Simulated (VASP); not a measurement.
# Na2S (Fm-3m) in VASP: further runs

The runs below take Na2S through electric field gradients, with PBEsol.

All numbers are computed with VASP 6.6.1; they aren't measurements. Logs are shortened: lines on timing, memory, paths and dates and some standing lists are left out, and cuts for length are marked.

## (1) The cell of the first run

It takes space group Fm-3m (No. 225, cubic). Conventional cell: a = 6.612 Å, b = 6.612 Å, c = 6.612 Å, α = 90.00°, β = 90.00°, γ = 90.00°. Within 3.8 Å of Na (site symmetry -43m) lie 4 S at 2.86 Å and 6 Na at 3.31 Å. Within 3.8 Å of S (site symmetry m-3m) lie 8 Na at 2.86 Å.

## (2) Electric field gradients, PBEsol (24.09 Å³/atom)

INCAR reads:

```
PREC = Accurate
ENCUT = 400
EDIFF = 1E-8
ISMEAR = -1
SIGMA = 0.02
LREAL = F
LASPH = T
NELM = 120
ALGO = Normal
ISIF = 2
LWAVE = F
LCHARG = F
GGA = PS
LEFG = T
NBANDS = 17
GGA_COMPAT = F
```

KPOINTS reads:

```
regular mesh
0
Gamma
  8 8 8
```

POSCAR reads:

```
Na2S
1.0
    0.0000000000      3.3059391347      3.3059391347
    3.3059391347      0.0000000000      3.3059391347
    3.3059391347      3.3059391347      0.0000000000
Na S
2 1
Direct
    0.2500000000      0.2500000000      0.2500000000
    0.7500000000      0.7500000000      0.7500000000
    0.0000000000      0.0000000000      0.0000000000
```

Potentials or basis: VASP PAW PBE potentials, release 64 (Na_pv, S).

On the command line:

```
> cat potpaw_PBE.64/Na_pv/POTCAR potpaw_PBE.64/S/POTCAR > POTCAR
> mpirun -np 1 vasp_std > vasp.out
```

OUTCAR:

```text
PREC = Accurate
   ENCUT = 400
   EDIFF = 1E-8
   ISMEAR = -1
   LREAL = F
   LASPH = T
   NELM = 120
   ISIF = 2
   GGA = PS

 ion  position               nearest neighbor table
   1  0.250  0.250  0.250-
   2  0.750  0.750  0.750-
   3  0.000  0.000  0.000-

  LATTYP: Found a face centered cubic cell.
 ALAT       =     6.6118782694

  Lattice vectors:

 A1 = (   0.0000000000,   3.3059391347,   3.3059391347)
 A2 = (   3.3059391347,   0.0000000000,   3.3059391347)
 A3 = (   3.3059391347,   3.3059391347,   0.0000000000)

Analysis of symmetry for initial positions (statically):
=====================================================================
 Subroutine PRICEL returns:
 Original cell was already a primitive cell.

 Routine SETGRP: Setting up the symmetry group for a
 face centered cubic supercell.

 Subroutine GETGRP returns: Found 48 space group operations
 (whereof 48 operations were pure point group operations)
 out of a pool of 48 trial point group operations.

The static configuration has the point symmetry O_h .

Analysis of symmetry for dynamics (positions and initial velocities):
=====================================================================
 Subroutine PRICEL returns:
 Original cell was already a primitive cell.

 Routine SETGRP: Setting up the symmetry group for a
 face centered cubic supercell.

 Subroutine GETGRP returns: Found 48 space group operations
 (whereof 48 operations were pure point group operations)
 out of a pool of 48 trial point group operations.

The dynamic configuration has the point symmetry O_h .

 Subroutine INISYM returns: Found 48 space group operations
 (whereof 48 operations are pure point group operations),
 and found     1 'primitive' translations

----------------------------------------------------------------------------------------

                                     Primitive cell

  volume of cell :      72.2628

  direct lattice vectors                    reciprocal lattice vectors
     0.000000000  3.305939135  3.305939135    -0.151242954  0.151242954  0.151242954
     3.305939135  0.000000000  3.305939135     0.151242954 -0.151242954  0.151242954
     3.305939135  3.305939135  0.000000000     0.151242954  0.151242954 -0.151242954

  length of vectors
     4.675303961  4.675303961  4.675303961     0.261960480  0.261960480  0.261960480

  position of ions in fractional coordinates (direct lattice)
     0.250000000  0.250000000  0.250000000
     0.750000000  0.750000000  0.750000000
     0.000000000  0.000000000  0.000000000

  ion indices of the primitive-cell ions
   primitive index   ion index
                 1           1
                 2           2
                 3           3

----------------------------------------------------------------------------------------

 KPOINTS: regular mesh

Automatic generation of k-mesh.
 Grid dimensions read from file:
 generate k-points for:    8    8    8

 Generating k-lattice:

  Cartesian coordinates                     Fractional coordinates (reciprocal lattice)
    -0.018905369  0.018905369  0.018905369     0.125000000  0.000000000  0.000000000
     0.018905369 -0.018905369  0.018905369     0.000000000  0.125000000  0.000000000
     0.018905369  0.018905369 -0.018905369     0.000000000  0.000000000  0.125000000

  Length of vectors
     0.032745060  0.032745060  0.032745060

  Shift w.r.t. Gamma in fractional coordinates (k-lattice)
     0.000000000  0.000000000  0.000000000

 Subroutine IBZKPT returns following result:
 ===========================================

 Found     29 irreducible k-points:

 Following reciprocal coordinates:
            Coordinates               Weight
  0.000000  0.000000  0.000000      1.000000
  0.125000  0.000000  0.000000      8.000000
  0.250000  0.000000  0.000000      8.000000
  0.375000  0.000000  0.000000      8.000000
  0.500000  0.000000  0.000000      4.000000
  0.125000  0.125000  0.000000      6.000000
[... 16 lines left out ...]
  0.500000  0.250000  0.125000     48.000000
 -0.375000  0.250000  0.125000     24.000000
 [... further k-points ...]
   k-points           NKPTS =     29   k-points in BZ     NKDIM =     29   number of bands    NBANDS=     17
   number of dos      NEDOS =    301   number of ions     NIONS =      3
   total plane-waves  NPLWV =  27000
   dimension x,y,z NGX =    30 NGY =   30 NGZ =   30
   dimension x,y,z NGXF=    60 NGYF=   60 NGZF=   60
   ions per type =               2   1
   NGX,Y,Z   is equivalent  to a cutoff of  10.67, 10.67, 10.67 a.u.
   NGXF,Y,Z  is equivalent  to a cutoff of  21.33, 21.33, 21.33 a.u.
 SYSTEM =  unknown system
   PREC   = accura    normal or accurate (medium, high low for compatibility)
   ISTART =      0    job   : 0-new  1-cont  2-samecut
   ICHARG =      2    charge: 1-file 2-atom 10-const
   ISPIN  =      1    spin polarized calculation?
   LNONCOLLINEAR =      F non collinear calculations
   LSORBIT =      F    spin-orbit coupling
   LASPH  =      T    aspherical Exc in radial PAW
   ENCUT  =  400.0 eV  29.40 Ry    5.42 a.u.   7.62  7.62  7.62*2*pi/ulx,y,z
   NELM   =    120;   NELMIN=  2; NELMDL= -5     # of ELM steps
   EDIFF  = 0.1E-07   stopping-criterion for ELM
   LREAL  =      F    real-space projection
   EDIFFG = 0.1E-06   stopping-criterion for IOM
   NSW    =      0    number of steps for IOM
   IBRION =     -1    ionic relax: 0-MD 1-quasi-New 2-CG
   NFREE  =      0    steps in history (QN), initial steepest desc. (CG)
   ISIF   =      2    stress and relaxation
   ISYM   =      2    0-nonsym 1-usesym 2-fastsym
   POTIM  = 0.5000    time-step for ionic-motion
   TEBEG  =    0.0;   TEEND  =   0.0 temperature during run
   PSTRESS=    0.0 pullay stress
   NELECT =      20.0000    total number of electrons
   NUPDOWN=      -1.0000    fix difference up-down
   EMIN   =  10.00;   EMAX   =-10.00  energy-range for DOS
   EFERMI =   0.00;   METHOD = LEGACY
   ISMEAR =    -1;   SIGMA  =   0.02  broadening in eV -4-tet -1-fermi 0-gaus
   EFERMI_NEDOS =   21; number of points for ismear=-14 and -15
   IALGO  =     38    algorithm
   IMIX   =      4    mixing-type and parameters
     AMIX     =   0.40;   BMIX     =  1.00
     AMIX_MAG =   1.60;   BMIX_MAG =  1.00
  volume/ion in A,a.u.               =      24.09       162.55
  Fermi-wavevector in a.u.,A,eV,Ry     =   1.066874  2.016100 15.486438  1.138221
  Thomas-Fermi vector in A             =   2.202473
   LORBIT       =      0    0 simple, 1 ext, 2 COOP (PROOUT), +10 PAW based schemes
   GGA     = PS    functional components
   LHFCALC =     F    Hartree Fock is set to
   AEXX    =    0.0000 exact exchange contribution
   IVDW    =     0    specifies the selected vdW correction
   LEPSILON=     F    determine dielectric tensor
   LRPA    =     F    only Hartree local field effects (RPA)
 non-spin polarized calculation
  energy-cutoff  :      400.00
  volume of cell :       72.26
 maximum number of plane-waves:      1363
   NGX = 15   NGY = 15   NGZ = 15

 number of electron      19.9999959 magnetization

 Free energy of the ion-electron system (eV)
  ---------------------------------------------------
  ext. energy  EPLUGINS =         0.00000000
  ---------------------------------------------------
  free energy    TOTEN  =       -10.35854317 eV

  energy without entropy =      -10.35854317  energy(sigma->0) =      -10.35854317

 E-fermi :   0.4933     XC(G=0):  -7.8313

 val. band max:       -0.0209110610   @ k =   0.0000   0.0000   0.0000
 cond. band min:       2.2435898938   @ k =   0.0000   0.0000   0.0000
 fundamental gap:      2.2645009548
 Fermi energy:         0.4932888682

 k-point     1 :       0.0000    0.0000    0.0000
  band No.  band energies     occupation
      1     -22.1544      2.00000
      2     -22.1544      2.00000
      3     -22.1544      2.00000
      4     -22.1050      2.00000
      5     -22.1050      2.00000
      6     -22.1050      2.00000
[... 9 lines left out ...]
     16       9.1995      0.00000
     17      10.8924      0.00000

 k-point     2 :       0.1250    0.0000    0.0000
  band No.  band energies     occupation
      1     -22.1529      2.00000
      2     -22.1525      2.00000
      3     -22.1525      2.00000
      4     -22.1076      2.00000
      5     -22.1066      2.00000
      6     -22.1066      2.00000
[... 9 lines left out ...]
     16       8.8005      0.00000
     17      10.4539      0.00000
[... 421 lines left out ...]
 k-point    24 :      -0.3750    0.2500    0.1250
  band No.  band energies     occupation
      1     -22.1611      2.00000
      2     -22.1573      2.00000
      3     -22.1316      2.00000
      4     -22.1314      2.00000
      5     -22.1060      2.00000
      6     -22.1051      2.00000
[... 9 lines left out ...]
     16      10.3685      0.00000
     17      11.7007      0.00000

 [... further k-points ...]
[... 5 lines left out ...]
  --------------------------------------------------------------------------------------
  -------------------------------------------------------------------------------------
  Total       -0.6720056     -0.6720056     -0.6720056     -0.0000000      0.0000000     -0.0000000
  in kB      -14.8994049    -14.8994049    -14.8994049     -0.0000000      0.0000000     -0.0000000
  external PRESSURE =     -14.8994049 kB  Pullay stress =       0.0000000 kB

 VOLUME and BASIS-vectors are now :
 -----------------------------------------------------------------------------
  energy-cutoff  :      400.00
  volume of cell :       72.26
      direct lattice vectors                 reciprocal lattice vectors
     0.000000000  3.305939135  3.305939135    -0.151242954  0.151242954  0.151242954
     3.305939135  0.000000000  3.305939135     0.151242954 -0.151242954  0.151242954
     3.305939135  3.305939135  0.000000000     0.151242954  0.151242954 -0.151242954

 POSITION                                       TOTAL-FORCE (eV/Angst)
 -----------------------------------------------------------------------------------
      1.65297      1.65297      1.65297        -0.000000      0.000000      0.000000
      4.95891      4.95891      4.95891        -0.000000     -0.000000     -0.000000
      0.00000      0.00000      0.00000         0.000000      0.000000      0.000000
 -----------------------------------------------------------------------------------
    total drift:                                0.000000     -0.000000      0.000000

  FREE ENERGIE OF THE ION-ELECTRON SYSTEM (eV)
  ---------------------------------------------------
  free  energy   TOTEN  =       -10.3585431745 eV

  energy  without entropy=      -10.3585431745  energy(sigma->0) =      -10.35854317

 Electric field gradients (V/A^2)
---------------------------------------------------------------------
 ion       V_xx      V_yy      V_zz      V_xy      V_xz      V_yz
---------------------------------------------------------------------
   1      -0.000    -0.000     0.000    -0.004    -0.004    -0.004
   2      -0.000    -0.000     0.000    -0.004    -0.004    -0.004
   3      -0.000    -0.000     0.000    -0.001    -0.001    -0.001
---------------------------------------------------------------------

 Electric field gradients after diagonalization (V/A^2)
 (convention: |V_zz| > |V_xx| > |V_yy|)
----------------------------------------------------------------------
 ion       V_xx      V_yy      V_zz     asymmetry (V_yy - V_xx)/ V_zz
----------------------------------------------------------------------
   1       0.004     0.004    -0.007       0.000
   2       0.004     0.004    -0.007       0.000
   3       0.001     0.001    -0.002       0.000
----------------------------------------------------------------------

           NMR quadrupolar parameters

 Cq : quadrupolar parameter    Cq=e*Q*V_zz/h
 eta: asymmetry parameters     (V_yy - V_xx)/ V_zz
 Q  : nuclear electric quadrupole moment in mb (millibarn)
----------------------------------------------------------------------
 ion       Cq(MHz)       eta       Q (mb)
----------------------------------------------------------------------
   1      -0.000       0.000       1.000
   2      -0.000       0.000       1.000
   3      -0.000       0.000       1.000
----------------------------------------------------------------------
```

Wall time 44 s (1 thread of Intel Xeon 8259CL, shared host); peak memory 0.17 GiB.

Results:

* Free energy: -10.3585 eV
* Pressure: -1.5 GPa
* Band gap on the k mesh: 2.26 eV
* Largest electric field gradient by atom: zero within the noise of the run

Caveat: the PAW data sets were made with another functional, which shifts forces and pressure a little.

## (3) Electric field gradients, PBEsol (24.09 Å³/atom)

INCAR reads:

```
SYSTEM = Na2S
ALGO = Normal ; EDIFF = 1E-8
ENCUT = 400 ; GGA = PS
GGA_COMPAT = .FALSE. ; ISIF = 2
ISMEAR = -1 ; LASPH = .TRUE.
LCHARG = .FALSE. ; LEFG = .TRUE.
LREAL = .FALSE. ; LWAVE = .FALSE.
NBANDS = 17 ; NELM = 120
PREC = Accurate ; SIGMA = 0.02
```

KPOINTS reads:

```
k-points
0
G
  8 8 8
  0 0 0
```

POSCAR is that of step 2.

Potentials or basis: VASP PAW PBE potentials, release 64 (Na_pv, S).

On the command line:

```
> cat potpaw_PBE.64/Na_pv/POTCAR potpaw_PBE.64/S/POTCAR > POTCAR
> mpirun -np 1 vasp_std > vasp.out
```

OUTCAR:

```text
SYSTEM = Na2S
   EDIFF = 1E-8
   ENCUT = 400
   GGA = PS
   ISIF = 2
   ISMEAR = -1
   LASPH = .TRUE.
   LREAL = .FALSE.
   NELM = 120
   PREC = Accurate

 ion  position               nearest neighbor table
   1  0.250  0.250  0.250-
   2  0.750  0.750  0.750-
   3  0.000  0.000  0.000-

  LATTYP: Found a face centered cubic cell.
 ALAT       =     6.6118782694

  Lattice vectors:

 A1 = (   0.0000000000,   3.3059391347,   3.3059391347)
 A2 = (   3.3059391347,   0.0000000000,   3.3059391347)
 A3 = (   3.3059391347,   3.3059391347,   0.0000000000)

Analysis of symmetry for initial positions (statically):
=====================================================================
 Subroutine PRICEL returns:
[... 675 lines left out ...]
      direct lattice vectors                 reciprocal lattice vectors
     0.000000000  3.305939135  3.305939135    -0.151242954  0.151242954  0.151242954
     3.305939135  0.000000000  3.305939135     0.151242954 -0.151242954  0.151242954
     3.305939135  3.305939135  0.000000000     0.151242954  0.151242954 -0.151242954

 POSITION                                       TOTAL-FORCE (eV/Angst)
 -----------------------------------------------------------------------------------
      1.65297      1.65297      1.65297        -0.000000      0.000000      0.000000
      4.95891      4.95891      4.95891        -0.000000     -0.000000     -0.000000
      0.00000      0.00000      0.00000         0.000000      0.000000      0.000000
 -----------------------------------------------------------------------------------
    total drift:                                0.000000     -0.000000      0.000000

  FREE ENERGIE OF THE ION-ELECTRON SYSTEM (eV)
  ---------------------------------------------------
  free  energy   TOTEN  =       -10.3585431745 eV

  energy  without entropy=      -10.3585431745  energy(sigma->0) =      -10.35854317

 Electric field gradients (V/A^2)
---------------------------------------------------------------------
 ion       V_xx      V_yy      V_zz      V_xy      V_xz      V_yz
---------------------------------------------------------------------
   1      -0.000    -0.000     0.000    -0.004    -0.004    -0.004
   2      -0.000    -0.000     0.000    -0.004    -0.004    -0.004
   3      -0.000    -0.000     0.000    -0.001    -0.001    -0.001
---------------------------------------------------------------------

 Electric field gradients after diagonalization (V/A^2)
 (convention: |V_zz| > |V_xx| > |V_yy|)
----------------------------------------------------------------------
 ion       V_xx      V_yy      V_zz     asymmetry (V_yy - V_xx)/ V_zz
----------------------------------------------------------------------
   1       0.004     0.004    -0.007       0.000
   2       0.004     0.004    -0.007       0.000
   3       0.001     0.001    -0.002       0.000
----------------------------------------------------------------------

           NMR quadrupolar parameters

 Cq : quadrupolar parameter    Cq=e*Q*V_zz/h
 eta: asymmetry parameters     (V_yy - V_xx)/ V_zz
 Q  : nuclear electric quadrupole moment in mb (millibarn)
----------------------------------------------------------------------
 ion       Cq(MHz)       eta       Q (mb)
----------------------------------------------------------------------
   1      -0.000       0.000       1.000
   2      -0.000       0.000       1.000
   3      -0.000       0.000       1.000
----------------------------------------------------------------------
```

OSZICAR:

```text
N       E                     dE             d eps       ncg     rms          rms(c)
DAV:   1     0.133553925325E+03    0.13355E+03   -0.91539E+03  1002   0.103E+03
DAV:   2    -0.104587631855E+01   -0.13460E+03   -0.13086E+03  1070   0.291E+02
DAV:   3    -0.109836860429E+02   -0.99378E+01   -0.98881E+01  1194   0.819E+01
DAV:   4    -0.111484538809E+02   -0.16477E+00   -0.16466E+00  1244   0.117E+01
DAV:   5    -0.111516883346E+02   -0.32345E-02   -0.32342E-02  1258   0.156E+00    0.336E+00
DAV:   6    -0.104091291965E+02    0.74256E+00   -0.14929E+00  1355   0.594E+00    0.244E+00
DAV:   7    -0.103565549730E+02    0.52574E-01   -0.19468E-01  1188   0.193E+00    0.160E+00
DAV:   8    -0.103580701140E+02   -0.15151E-02   -0.17041E-02  1067   0.101E+00    0.570E-01
DAV:   9    -0.103583441663E+02   -0.27405E-03   -0.54856E-04  1288   0.131E-01    0.679E-01
DAV:  10    -0.103586489336E+02   -0.30477E-03   -0.23898E-03  1031   0.232E-01    0.356E-01
DAV:  11    -0.103585355074E+02    0.11343E-03   -0.77822E-04  1078   0.122E-01    0.569E-02
DAV:  12    -0.103585408667E+02   -0.53593E-05   -0.71627E-06  1221   0.169E-02    0.499E-02
DAV:  13    -0.103585433994E+02   -0.25327E-05   -0.26895E-05  1236   0.238E-02    0.388E-03
DAV:  14    -0.103585431591E+02    0.24031E-06   -0.28614E-06  1185   0.797E-03    0.279E-03
DAV:  15    -0.103585431473E+02    0.11812E-07   -0.25150E-07  1206   0.329E-03    0.140E-03
DAV:  16    -0.103585431793E+02   -0.32067E-07   -0.19356E-08  1165   0.658E-04    0.169E-03
DAV:  17    -0.103585431745E+02    0.48228E-08   -0.13239E-09   624   0.263E-04
   1 F= -.10358543E+02 E0= -.10358543E+02  d E =-.231834E-12
```

Run time: 44 s. Hardware: 1 thread of Intel Xeon 8259CL, shared host; peak memory 0.17 GiB.

Results:

```yaml
Free_energy: -10.3585 eV
Pressure: -1.5 GPa
Band_gap_on_the_k_mesh: 2.26 eV
Largest_electric_field_gradient_by_atom: zero within the noise of the run
```

Levels at points of the mesh, in eV from the valence-band top:
```
           k point  band 8  band 9  band 10  band 11  band 12  band 13
(0.00, 0.00, 0.00)    0.00    0.00     0.00     2.26     7.55     7.55
(0.50, 0.00, 0.00)   -1.62   -0.13    -0.13     4.58     6.18     6.98
(0.50, 0.50, 0.00)   -1.45   -0.46    -0.46     3.68     5.85     8.15
```

Caveat: the PAW data sets were made with another functional, which shifts forces and pressure a little. A k mesh can miss the band edges.
